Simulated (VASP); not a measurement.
# HfW8C8Cl4 in VASP: single point with PBEsol

Aim: the single point of HfW8C8Cl4 with PBEsol.

All numbers are computed with VASP 6.6.1; they aren't measurements. Logs are shortened: lines on timing, memory, paths and dates and some standing lists are left out, and cuts for length are marked.

## 1. The cell of the first run

The cell holds a slab with vacuum, 21 atoms: a = 5.725 Å, b = 5.725 Å, c = 17.211 Å, α = 90.00°, β = 90.00°, γ = 120.00°.

## 2. Single point, PBEsol

The input, INCAR:

```
  ALGO = Normal
  EDIFF = 1E-6
  ENCUT = 520
  GGA = PS
  ISIF = 2
  ISMEAR = 0
  LASPH = True
  LCHARG = False
  LREAL = Auto
  LWAVE = False
  NBANDS = 107
  NELM = 100
  PREC = Accurate
  SIGMA = 0.15
```

The input, KPOINTS:

```
k-points
0
Gamma
  4 4 1
```

The input, POSCAR:

```
HfW8C8Cl4
1.0
    5.7250800000      0.0000000000      0.0000000000
   -2.8625400000      4.9580650000      0.0000000000
    0.0000000000      0.0000000000     17.2106650000
W C Hf Cl
8 8 1 4
Direct
    0.0000000000      0.0000000000      0.0581035073
    0.0000882181      0.0000262199      0.2242195755
    0.0000000504      0.5000001008      0.0581035073
    0.0000924881      0.5000462882      0.2243016757
    0.5000000000      0.0000000000      0.0581035073
    0.5000638487      0.0000183539      0.2243039418
    0.5000000504      0.5000001008      0.0581035073
    0.5000696584      0.5000418510      0.2243408375
    0.3333915261      0.1667142323      0.1347677153
    0.3332196128      0.1665024561      0.2895931099
    0.3333576138      0.6666701627      0.1347884582
    0.3333678037      0.6667935979      0.2896480758
    0.8333545925      0.1666843819      0.1347660302
    0.8335720380      0.1667245185      0.2896685282
    0.8333266585      0.6666382954      0.1347694584
    0.8337060599      0.6669775406      0.2896219873
    0.0369894425      1.1695534447      0.5813375602
    0.4735211954      1.2535523435      0.5828609760
    0.1213675392      1.6062772473      0.5806901128
   -0.1786164395      0.9486870382      0.4695116081
   -0.1776108713      0.9564221123      0.6945265625
```

Potentials or basis: VASP PAW PBE potentials, release 64 (W_sv, C, Hf_pv, Cl).

On the command line:

```sh
cat potpaw_PBE.64/W_sv/POTCAR potpaw_PBE.64/C/POTCAR potpaw_PBE.64/Hf_pv/POTCAR potpaw_PBE.64/Cl/POTCAR > POTCAR
mpirun -np 1 vasp_std > vasp.out
```

OUTCAR:

```text
EDIFF = 1E-6
   ENCUT = 520
   GGA = PS
   ISIF = 2
   ISMEAR = 0
   LASPH = True
   LREAL = Auto
   NELM = 100
   PREC = Accurate

 ion  position               nearest neighbor table
   1  0.000  0.000  0.058-  13 2.11  15 2.11   9 2.12   2 2.86   3 2.86   7 2.86   5 2.86   5 2.86
                             7 2.86   3 2.86
   2  0.000  0.000  0.224-  16 2.00  10 2.00  14 2.00   9 2.26  15 2.26  13 2.26   1 2.86   6 2.86
                             4 2.86   8 2.86   8 2.86   4 2.86   6 2.86
   3  0.000  0.500  0.058-  13 2.11  15 2.11  11 2.12   4 2.86   1 2.86   5 2.86   7 2.86   7 2.86
                             5 2.86   1 2.86
   4  0.000  0.500  0.224-  16 2.00  12 2.00  14 2.00  11 2.26  15 2.26  13 2.26   3 2.86   6 2.86
                             8 2.86   2 2.86   2 2.86   8 2.86   6 2.86
   5  0.500  0.000  0.058-   9 2.11  13 2.11  11 2.11   6 2.86   7 2.86   3 2.86   1 2.86   1 2.86
                             3 2.86   7 2.86
   6  0.500  0.000  0.224-  10 2.00  12 2.00  14 2.00  11 2.26  13 2.26   9 2.26   5 2.86   4 2.86
                             8 2.86   2 2.86   2 2.86   8 2.86   4 2.86
   7  0.500  0.500  0.058-   9 2.11  15 2.11  11 2.11   8 2.86   5 2.86   1 2.86   3 2.86   3 2.86
                             1 2.86   5 2.86
   8  0.500  0.500  0.224-  10 2.00  12 2.00  16 2.00  15 2.26  11 2.26   9 2.26   7 2.86   4 2.86
                             6 2.86   2 2.86   2 2.86   4 2.86   6 2.86
   9  0.333  0.167  0.135-   7 2.11   5 2.11   1 2.12   2 2.26   6 2.26   8 2.26
  10  0.333  0.167  0.290-   6 2.00   2 2.00   8 2.00
  11  0.333  0.667  0.135-   7 2.11   5 2.11   3 2.12   4 2.26   6 2.26   8 2.26
  12  0.333  0.667  0.290-   6 2.00   4 2.00   8 2.00
  13  0.833  0.167  0.135-   3 2.11   1 2.11   5 2.11   2 2.26   6 2.26   4 2.26
  14  0.834  0.167  0.290-   4 2.00   2 2.00   6 2.00
  15  0.833  0.667  0.135-   3 2.11   7 2.11   1 2.11   2 2.26   4 2.26   8 2.26
  16  0.834  0.667  0.290-   2 2.00   4 2.00   8 2.00
  17  0.037  0.170  0.581-  20 2.29  18 2.30  19 2.30  21 2.30
  18  0.474  0.254  0.583-  17 2.30
  19  0.121  0.606  0.581-  17 2.30
  20  0.821  0.949  0.470-  17 2.29
  21  0.822  0.956  0.695-  17 2.30

  LATTYP: Found a hexagonal cell.
 ALAT       =     5.7250800000
 C/A-ratio  =     3.0061876865

  Lattice vectors:

 A1 = (   5.7250800000,   0.0000000000,   0.0000000000)
 A2 = (  -2.8625400000,   4.9580650000,   0.0000000000)
 A3 = (   0.0000000000,   0.0000000000,  17.2106650000)

Analysis of symmetry for initial positions (statically):
=====================================================================
 Subroutine PRICEL returns:
 Original cell was already a primitive cell.

 Routine SETGRP: Setting up the symmetry group for a
 hexagonal supercell.

 Subroutine GETGRP returns: Found  1 space group operations
 (whereof  1 operations were pure point group operations)
 out of a pool of 24 trial point group operations.

The static configuration has the point symmetry C_1 .

Analysis of symmetry for dynamics (positions and initial velocities):
=====================================================================
 Subroutine PRICEL returns:
 Original cell was already a primitive cell.

 Routine SETGRP: Setting up the symmetry group for a
 hexagonal supercell.

 Subroutine GETGRP returns: Found  1 space group operations
 (whereof  1 operations were pure point group operations)
 out of a pool of 24 trial point group operations.

The dynamic configuration has the point symmetry C_1 .

 Subroutine INISYM returns: Found  1 space group operations
 (whereof  1 operations are pure point group operations),
 and found     1 'primitive' translations

----------------------------------------------------------------------------------------

                                     Primitive cell

  volume of cell :     488.5302

  direct lattice vectors                    reciprocal lattice vectors
     5.725080000  0.000000000  0.000000000     0.174670048  0.100845794  0.000000000
    -2.862540000  4.958065000  0.000000000     0.000000000  0.201691587  0.000000000
     0.000000000  0.000000000 17.210665000     0.000000000  0.000000000  0.058103507

  length of vectors
     5.725080000  5.725080244 17.210665000     0.201691596  0.201691587  0.058103507

  position of ions in fractional coordinates (direct lattice)
     0.000000000  0.000000000  0.058103507
     0.000088218  0.000026220  0.224219576
     0.000000050  0.500000101  0.058103507
     0.000092488  0.500046288  0.224301676
     0.500000000  0.000000000  0.058103507
     0.500063849  0.000018354  0.224303942
[... 13 lines left out ...]
     0.821383561  0.948687038  0.469511608
     0.822389129  0.956422112  0.694526563

  ion indices of the primitive-cell ions
   primitive index   ion index
                 1           1
                 2           2
                 3           3
                 4           4
                 5           5
                 6           6
[... 13 lines left out ...]
                20          20
                21          21

----------------------------------------------------------------------------------------

 KPOINTS: k-points

Automatic generation of k-mesh.
 Grid dimensions read from file:
 generate k-points for:    4    4    1

 Generating k-lattice:

  Cartesian coordinates                     Fractional coordinates (reciprocal lattice)
     0.043667512  0.025211448  0.000000000     0.250000000 -0.000000000  0.000000000
     0.000000000  0.050422897  0.000000000     0.000000000  0.250000000  0.000000000
     0.000000000  0.000000000  0.058103507     0.000000000  0.000000000  1.000000000

  Length of vectors
     0.050422899  0.050422897  0.058103507

  Shift w.r.t. Gamma in fractional coordinates (k-lattice)
     0.000000000  0.000000000  0.000000000

 Subroutine IBZKPT returns following result:
 ===========================================

 Found     10 irreducible k-points:

 Following reciprocal coordinates:
            Coordinates               Weight
  0.000000  0.000000  0.000000      1.000000
  0.250000  0.000000  0.000000      2.000000
  0.000000  0.250000  0.000000      2.000000
 -0.250000  0.250000  0.000000      2.000000
  0.500000  0.000000  0.000000      1.000000
  0.000000  0.500000  0.000000      1.000000
  0.500000  0.500000  0.000000      1.000000
  0.250000  0.250000  0.000000      2.000000
 -0.250000  0.500000  0.000000      2.000000
  0.500000  0.250000  0.000000      2.000000
   k-points           NKPTS =     10   k-points in BZ     NKDIM =     10   number of bands    NBANDS=    107
   number of dos      NEDOS =    301   number of ions     NIONS =     21
   total plane-waves  NPLWV = 294912
   dimension x,y,z NGX =    48 NGY =   48 NGZ =  128
   dimension x,y,z NGXF=    96 NGYF=   96 NGZF=  256
   ions per type =               8   8   1   4
   NGX,Y,Z   is equivalent  to a cutoff of  13.94, 13.94, 12.36 a.u.
   NGXF,Y,Z  is equivalent  to a cutoff of  27.88, 27.88, 24.73 a.u.
 SYSTEM =  unknown system
   PREC   = accura    normal or accurate (medium, high low for compatibility)
   ISTART =      0    job   : 0-new  1-cont  2-samecut
   ICHARG =      2    charge: 1-file 2-atom 10-const
   ISPIN  =      1    spin polarized calculation?
   LNONCOLLINEAR =      F non collinear calculations
   LSORBIT =      F    spin-orbit coupling
   LASPH  =      T    aspherical Exc in radial PAW
   ENCUT  =  520.0 eV  38.22 Ry    6.18 a.u.  10.64 10.64 32.00*2*pi/ulx,y,z
   NELM   =    100;   NELMIN=  2; NELMDL= -5     # of ELM steps
   EDIFF  = 0.1E-05   stopping-criterion for ELM
   LREAL  =      T    real-space projection
   EDIFFG = 0.1E-04   stopping-criterion for IOM
   NSW    =      0    number of steps for IOM
   IBRION =     -1    ionic relax: 0-MD 1-quasi-New 2-CG
   NFREE  =      0    steps in history (QN), initial steepest desc. (CG)
   ISIF   =      2    stress and relaxation
   ISYM   =      2    0-nonsym 1-usesym 2-fastsym
   POTIM  = 0.5000    time-step for ionic-motion
   TEBEG  =    0.0;   TEEND  =   0.0 temperature during run
   PSTRESS=    0.0 pullay stress
   NELECT =     182.0000    total number of electrons
   NUPDOWN=      -1.0000    fix difference up-down
   EMIN   =  10.00;   EMAX   =-10.00  energy-range for DOS
   EFERMI =   0.00;   METHOD = LEGACY
   ISMEAR =     0;   SIGMA  =   0.15  broadening in eV -4-tet -1-fermi 0-gaus
   EFERMI_NEDOS =   21; number of points for ismear=-14 and -15
   IALGO  =     38    algorithm
   IMIX   =      4    mixing-type and parameters
     AMIX     =   0.40;   BMIX     =  1.00
     AMIX_MAG =   1.60;   BMIX_MAG =  1.00
  volume/ion in A,a.u.               =      23.26       156.99
  Fermi-wavevector in a.u.,A,eV,Ry     =   1.177972  2.226044 18.879676  1.387617
  Thomas-Fermi vector in A             =   2.314309
   LORBIT       =      0    0 simple, 1 ext, 2 COOP (PROOUT), +10 PAW based schemes
   GGA     = PS    functional components
   LHFCALC =     F    Hartree Fock is set to
   AEXX    =    0.0000 exact exchange contribution
   IVDW    =     0    specifies the selected vdW correction
   LEPSILON=     F    determine dielectric tensor
   LRPA    =     F    only Hartree local field effects (RPA)
 non-spin polarized calculation
 Gauss-broadening in eV      SIGMA  =   0.15
  energy-cutoff  :      520.00
  volume of cell :      488.53
 maximum number of plane-waves:     13217
 NGX is ok and might be reduce to    48
   NGX = 21   NGY = 21   NGZ = 65

 number of electron     181.9999991 magnetization

 Free energy of the ion-electron system (eV)
  ---------------------------------------------------
  ext. energy  EPLUGINS =         0.00000000
  ---------------------------------------------------
  free energy    TOTEN  =      -199.25689708 eV

  energy without entropy =     -199.15653180  energy(sigma->0) =     -199.20671444

 E-fermi :   2.0378     XC(G=0):  -8.2285

 val. band max:        1.9648136745   @ k =  -0.2500   0.2500   0.0000
 cond. band min:       2.0804236963   @ k =   0.5000   0.2500   0.0000
 fundamental gap:      0.1156100218
 Fermi energy:         2.0378360653

 k-point     1 :       0.0000    0.0000    0.0000
  band No.  band energies     occupation
      1     -71.7787      2.00000
      2     -71.7334      2.00000
      3     -71.7064      2.00000
      4     -71.7045      2.00000
      5     -71.7001      2.00000
      6     -71.6646      2.00000
[... 1049 lines left out ...]
    102       4.5311      0.00000
    103       4.5794      0.00000
 [bands above 103 left out]

------------------------ aborting loop because EDIFF is reached ----------------------------------------

  FORCE on cell =-STRESS in cart. coord.  units (eV):
  Direction    XX          YY          ZZ          XY          YZ          ZX
  --------------------------------------------------------------------------------------
  -------------------------------------------------------------------------------------
  Total       13.9423224     14.0512526      0.6887412      0.0884852     -0.0589716     -0.0599577
  in kB       45.7250593     46.0823053      2.2587866      0.2901950     -0.1934025     -0.1966365
  external PRESSURE =      31.3553837 kB  Pullay stress =       0.0000000 kB

 VOLUME and BASIS-vectors are now :
 -----------------------------------------------------------------------------
  energy-cutoff  :      520.00
  volume of cell :      488.53
      direct lattice vectors                 reciprocal lattice vectors
     5.725080000  0.000000000  0.000000000     0.174670048  0.100845794  0.000000000
    -2.862540000  4.958065000  0.000000000     0.000000000  0.201691587  0.000000000
     0.000000000  0.000000000 17.210665000     0.000000000  0.000000000  0.058103507

 POSITION                                       TOTAL-FORCE (eV/Angst)
 -----------------------------------------------------------------------------------
      0.00000      0.00000      1.00000         0.000487      0.000805     -0.074527
      0.00043      0.00013      3.85897        -0.001518      0.004974     -0.059532
     -1.43127      2.47903      1.00000         0.002028      0.000552     -0.064519
     -1.43087      2.47926      3.86038        -0.000473     -0.001559     -0.033158
      2.86254      0.00000      1.00000         0.001942      0.000274     -0.064902
      2.86285      0.00009      3.86042         0.007541      0.005996     -0.041766
[... 13 lines left out ...]
      1.98683      4.70365      8.08061         0.003474      0.050937      0.081378
      1.97045      4.74200     11.95326         0.019282      0.035068     -0.072561
 -----------------------------------------------------------------------------------
    total drift:                                0.001126     -0.000989      0.059310

  FREE ENERGIE OF THE ION-ELECTRON SYSTEM (eV)
  ---------------------------------------------------
  free  energy   TOTEN  =      -199.2568970787 eV

  energy  without entropy=     -199.1565317999  energy(sigma->0) =     -199.20671444
```

Run time: 25 min. Hardware: 1 thread of Intel Xeon Platinum 8375C at 2.90GHz (Ice Lake), shared host; peak memory 0.81 GiB.

Results:

```yaml
Free_energy: -199.2569 eV
Largest_force: 0.107 eV/Å
Band_gap_on_the_k_mesh: zero (bands 91 and 92 overlap by 0.70 eV)
```

Forces on the atoms (eV/Å):
```
W    0.000  0.001 -0.075
W   -0.002  0.005 -0.060
W    0.002  0.001 -0.065
W    0.000 -0.002 -0.033
W    0.002  0.000 -0.065
W    0.008  0.006 -0.042
W    0.001  0.001 -0.064
W    0.005  0.003 -0.043
C    0.002  0.000  0.013
C   -0.005 -0.002  0.102
C    0.000  0.000  0.010
C    0.003  0.000  0.107
C    0.000  0.000  0.011
C    0.000 -0.010  0.097
C    0.000  0.000  0.012
C   -0.006 -0.002  0.101
Hf   0.014  0.006 -0.004
Cl  -0.095  0.002 -0.006
Cl   0.048 -0.095 -0.007
Cl   0.003  0.051  0.081
Cl   0.019  0.035 -0.073
```

Caveat: the PAW data sets were made with another functional, which shifts forces and pressure a little; spin-orbit coupling is left out, which moves the levels of the heavy elements.
